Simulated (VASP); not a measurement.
# Te (C2/m) in VASP: further runs, part 2 of 2

VASP 6.6.1.

### Step 3. Single point, LDA (zz strain of -2 %)

The input, INCAR:

```
  PREC = Accurate
  ENCUT = 520
  EDIFF = 1E-7
  ISMEAR = -1
  SIGMA = 0.05
  LREAL = False
  LASPH = True
  NELM = 80
  ALGO = Normal
  ISIF = 2
  LWAVE = False
  LCHARG = False
  NBANDS = 16
```

The input, KPOINTS:

```
Automatic mesh
0
Gamma
  8 8 8
```

The input, POSCAR:

```
Te
1.0
    4.2341000000     -2.3712000000      0.0000000000
    4.2341000000      2.3712000000      0.0000000000
   -0.1304500000      0.0000000000      3.8782030000
Te
3
Direct
    0.6760000000      0.6760000000      0.6750000000
    0.3240000000      0.3240000000      0.3250000000
    0.0000000000      0.0000000000      0.0000000000
```

Potentials or basis: VASP PAW LDA potentials, release 64 (Te).

The run is started by

```sh
cat potpaw_LDA.64/Te/POTCAR > POTCAR
mpirun -np 1 vasp_std > vasp.out
```

Wall time 1.7 min (1 thread of Intel Xeon Platinum 8375C at 2.90GHz (Ice Lake), shared host); peak memory 0.26 GiB.

It converged, with:

| Item | Value |
| --- | --- |
| Free energy | -11.0513 eV |
| Pressure | 6.1 GPa |
| Largest force | 0.497 eV/Å |
| Band gap on the k mesh | zero (bands 9 and 10 overlap by 3.47 eV) |

Forces on the atoms (eV/Å):
```
Te  -0.456  0.000 -0.198
Te   0.456  0.000  0.198
Te   0.000  0.000  0.000
```

Stress tensor (GPa, compression positive):
```
5.40 0.00 1.15
0.00 5.54 0.00
1.15 0.00 7.33
```

Levels at points of the mesh, in eV from the Fermi level:
```tsv
k point	band 5	band 6	band 7	band 8	band 9	band 10	band 11	band 12	band 13	band 14
(0.00, 0.00, 0.00)	-4.57	-4.03	-4.01	-2.09	-1.78	1.68	3.10	3.44	5.81	6.16
(0.50, 0.00, 0.00)	-2.61	-2.61	-2.46	0.16	0.25	0.51	0.91	3.01	3.59	5.74
(0.50, 0.50, 0.00)	-2.95	-2.63	-2.21	0.45	0.55	0.68	0.80	2.59	3.24	5.74
(0.00, 0.00, 0.50)	-3.82	-2.88	-2.80	-1.93	-1.87	-1.83	-1.66	-1.07	2.66	2.97
(0.50, 0.00, 0.50)	-4.55	-4.41	-4.00	-3.77	1.64	1.81	1.89	3.18	6.67	6.98
(0.50, 0.50, 0.50)	-4.04	-4.02	-4.02	-3.84	1.45	1.70	2.22	2.63	6.60	6.99
```

Caveat: the cell differs from its parent crystal (zz strain of -2 %); the cell stands under pressure; spin-orbit coupling is left out, which moves the levels of the heavy elements.

### Step 4. Single point, LDA (zz strain of -1 %)

INCAR: that of step 3 with these lines changed.

```diff
@@ -2,3 +2,3 @@
   ENCUT = 520
-  EDIFF = 1E-7
+  EDIFF = 1E-6
   ISMEAR = -1
@@ -7,3 +7,3 @@
   LASPH = True
-  NELM = 80
+  NELM = 60
   ALGO = Normal
```

The input, KPOINTS:

```
regular mesh
0
Gamma
  8 8 8
```

POSCAR: that of step 3 with these lines changed.

```diff
@@ -4,3 +4,3 @@
     4.2341000000      2.3712000000      0.0000000000
-   -0.1304500000      0.0000000000      3.8782030000
+   -0.1304500000      0.0000000000      3.9177765000
 Te
```

The run is started by

```sh
cat potpaw_LDA.64/Te/POTCAR > POTCAR
mpirun -np 1 vasp_std > vasp.out
```

Run time: 98 s. Hardware: 1 thread of Intel Xeon Platinum 8375C at 2.90GHz (Ice Lake), shared host; peak memory 0.26 GiB.

The run converged. Its results:

```yaml
Free_energy: -11.0857 eV
Pressure: 5.4 GPa
Largest_force: 0.479 eV/Å
Band_gap_on_the_k_mesh: zero (bands 9 and 10 overlap by 3.45 eV)
```

Forces in eV/Å, atoms in the order of the input:
```
Te  -0.436  0.000 -0.199
Te   0.436  0.000  0.199
Te   0.000  0.000  0.000
```

Stress tensor (GPa, compression positive):
```
4.81 0.00 1.07
0.00 4.98 0.00
1.07 0.00 6.55
```

Levels at points of the mesh, in eV from the Fermi level:
| k point | band 7 | band 8 | band 9 | band 10 | band 11 | band 12 |
| --- | --- | --- | --- | --- | --- | --- |
| (0.00, 0.00, 0.00) | -3.95 | -2.13 | -1.83 | 1.61 | 3.00 | 3.34 |
| (0.50, 0.00, 0.00) | -2.53 | 0.14 | 0.22 | 0.48 | 0.90 | 2.95 |
| (0.50, 0.50, 0.00) | -2.27 | 0.44 | 0.53 | 0.64 | 0.78 | 2.54 |
| (0.00, 0.00, 0.50) | -2.74 | -1.90 | -1.85 | -1.81 | -1.64 | -1.05 |
| (0.50, 0.00, 0.50) | -3.95 | -3.74 | 1.64 | 1.83 | 1.89 | 3.17 |
| (0.50, 0.50, 0.50) | -3.97 | -3.79 | 1.48 | 1.69 | 2.22 | 2.63 |

Caveat: the cell differs from its parent crystal (zz strain of -1 %); the cell stands under pressure; spin-orbit coupling is left out, which moves the levels of the heavy elements.

### Step 5. Single point, LDA (zz strain of +1 %)

The input, INCAR:

```
  PREC = Accurate
  ENCUT = 520
  EDIFF = 1E-6
  ISMEAR = -1
  SIGMA = 0.05
  LREAL = False
  LASPH = True
  NELM = 100
  ALGO = Normal
  ISIF = 2
  LWAVE = False
  LCHARG = True
  LELF = True
  LVHAR = True
  NBANDS = 16
```

The input, KPOINTS:

```
Automatic mesh
0
Gamma
  8 8 8
```

POSCAR: that of step 4 with these lines changed.

```diff
@@ -4,3 +4,3 @@
     4.2341000000      2.3712000000      0.0000000000
-   -0.1304500000      0.0000000000      3.9177765000
+   -0.1304500000      0.0000000000      3.9969235000
 Te
```

Potentials or basis: VASP PAW LDA potentials, release 64 (Te).

The run is started by

```sh
cat potpaw_LDA.64/Te/POTCAR > POTCAR
mpirun -np 1 vasp_std > vasp.out
```

OUTCAR:

```text
PREC = Accurate
   ENCUT = 520
   EDIFF = 1E-6
   ISMEAR = -1
   LREAL = False
   LASPH = True
   NELM = 100
   ISIF = 2

 ion  position               nearest neighbor table
   1  0.676  0.676  0.675-   3 3.00   2 3.04   2 3.04   3 3.11   3 3.11   2 3.25
   2  0.324  0.324  0.325-   3 3.00   1 3.04   1 3.04   3 3.11   3 3.11   1 3.25
   3  0.000  0.000  0.000-   1 3.00   2 3.00   1 3.11   1 3.11   2 3.11   2 3.11

  LATTYP: Found a base centered monoclinic cell.
 ALAT       =     8.4682000000
 B/A-ratio  =     0.5600245625
 C/A-ratio  =     0.4722434190
 COS(beta)  =    -0.0326202333

  Lattice vectors:

 A1 = (   4.2341000000,  -2.3712000000,   0.0000000000)
 A2 = (   4.2341000000,   2.3712000000,   0.0000000000)
 A3 = (  -0.1304500000,   0.0000000000,   3.9969235000)

Analysis of symmetry for initial positions (statically):
=====================================================================
 Subroutine PRICEL returns:
 Original cell was already a primitive cell.

 Routine SETGRP: Setting up the symmetry group for a
 base centered monoclinic supercell.

 Subroutine GETGRP returns: Found  4 space group operations
[... 169 lines left out ...]
 cond. band min:       8.7576811964   @ k =   0.2500   0.2500   0.5000
 fundamental gap:      0.0084221852
 Fermi energy:         8.7546291988

 k-point     1 :       0.0000    0.0000    0.0000
  band No.  band energies     occupation
      1      -6.0066      2.00000
      2      -0.8824      2.00000
      3      -0.8345      2.00000
      4       4.1149      2.00000
      5       4.3910      2.00000
      6       4.8980      2.00000
[... 433 lines left out ...]
      3      -1.0000      2.00000
      4       3.0445      2.00000
      5       3.3639      2.00000
      6       6.2599      2.00000
[... 8 lines left out ...]
     15      15.9823      0.00000
     16      16.7387      0.00000

 [... further k-points ...]

------------------------ aborting loop because EDIFF is reached ----------------------------------------

  FORCE on cell =-STRESS in cart. coord.  units (eV):
  Direction    XX          YY          ZZ          XY          YZ          ZX
  --------------------------------------------------------------------------------------
  -------------------------------------------------------------------------------------
  Total        1.8438174      1.9175952      2.6455703      0.0000000      0.0000000      0.4510648
  in kB       36.8080969     38.2809215     52.8134764      0.0000000      0.0000000      9.0045998
  external PRESSURE =      42.6341649 kB  Pullay stress =       0.0000000 kB

 VOLUME and BASIS-vectors are now :
 -----------------------------------------------------------------------------
  energy-cutoff  :      520.00
  volume of cell :       80.26
      direct lattice vectors                 reciprocal lattice vectors
     4.234100000 -2.371200000  0.000000000     0.118088850 -0.210863698  0.003854137
     4.234100000  2.371200000  0.000000000     0.118088850  0.210863698  0.003854137
    -0.130450000  0.000000000  3.996923500     0.000000000  0.000000000  0.250192429

 POSITION                                       TOTAL-FORCE (eV/Angst)
 -----------------------------------------------------------------------------------
      5.63645      0.00000      2.69792        -0.396193      0.000000     -0.200584
      2.70130      0.00000      1.29900         0.396193      0.000000      0.200584
      0.00000      0.00000      0.00000        -0.000000      0.000000      0.000000
 -----------------------------------------------------------------------------------
    total drift:                               -0.000000      0.000000      0.000000

  FREE ENERGIE OF THE ION-ELECTRON SYSTEM (eV)
  ---------------------------------------------------
  free  energy   TOTEN  =       -11.1442171673 eV

  energy  without entropy=      -11.1297133619  energy(sigma->0) =      -11.13696526
```

stdout:

```text
POSCAR found type information on POSCAR Te
 POSCAR found :  1 types and       3 ions
 scaLAPACK will be used
 LDA part: xc-table for (Slater(with rela. corr.)+CA(PZ))
 , standard interpolation
 POSCAR, INCAR and KPOINTS ok, starting setup
 FFT: planning ... GRIDC
 FFT: planning ... GRID_SOFT
 FFT: planning ... GRID
 WAVECAR not read
 entering main loop
```

Run time: 93 s. Hardware: 1 thread of Intel Xeon Platinum 8375C at 2.90GHz (Ice Lake), shared host; peak memory 0.26 GiB.

Results:

```yaml
Free_energy: -11.1442 eV
Pressure: 4.3 GPa
Largest_force: 0.444 eV/Å
Band_gap_on_the_k_mesh: zero (bands 9 and 10 overlap by 3.41 eV)
```

Forces on the atoms (eV/Å):
```
Te  -0.396  0.000 -0.201
Te   0.396  0.000  0.201
Te   0.000  0.000  0.000
```

Caveat: the cell differs from its parent crystal (zz strain of +1 %); the cell stands under pressure; spin-orbit coupling is left out, which moves the levels of the heavy elements.

### Step 6. Overview

```tsv
cell	gap on the mesh (eV)	pressure (GPa)	largest force (eV/Å)
a = 4.804, b = 4.804, c = 3.959 Å, angles 91.6, 91.6, 58.5°, 3 atoms	none	7.0	0.53
a = 4.853, b = 4.853, c = 3.880 Å, angles 91.7, 91.7, 58.5°, 3 atoms	none	6.1	0.50
a = 4.853, b = 4.853, c = 3.920 Å, angles 91.7, 91.7, 58.5°, 3 atoms	none	5.4	0.48
a = 4.853, b = 4.853, c = 3.999 Å, angles 91.6, 91.6, 58.5°, 3 atoms	none	4.3	0.44
```

Alike in all rows: task single point; level LDA; potentials or basis VASP PAW LDA potentials, release 64 (Te); no spin polarisation; k mesh 8 × 8 × 8; cutoff (eV) 520; smearing fermi-dirac 0.05 eV.

Caveats: the cell stands under pressure; spin-orbit coupling is left out, which moves the levels of the heavy elements.

Absolute energies hang on the potentials; compare differences alone.
